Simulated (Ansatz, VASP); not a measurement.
One calculation of Be2C, two programs

```
Be C
1.0
     0.00000    2.13415    2.13415
     2.13415    0.00000    2.13415
     2.13415    2.13415    0.00000
Be C
2 1
Direct
  0.25000 0.25000 0.25000
  0.75000 0.75000 0.75000
  0.00000 0.00000 0.00000
```

Alike in both runs: functional LDA; k mesh 14 × 14 × 14; occupations fermi-dirac, width 0.08 eV; no spin polarisation.

Ansatz relaxed the structure, and its values are those at the end. VASP's run is a single point on that final structure, the one shown.

|  | VASP | Ansatz |
| --- | --- | --- |
| version | VASP 6.6.1 | Ansatz 0.2.0 |
| potentials or method | VASP PAW LDA potentials, release 64 (Be, C) | PAW with Ansatz's default frozen-core files, scalar-relativistic |
| plane-wave cutoff (eV) | 600 | 420 |
| valence electrons in the cell | 8 | 8 |

```csv
,VASP,Ansatz,Ansatz less VASP
pressure (GPa),0.5,0.0,-0.49
```

LDA's correlation is that of Perdew and Zunger in VASP and of Perdew and Wang (1992) in Ansatz.
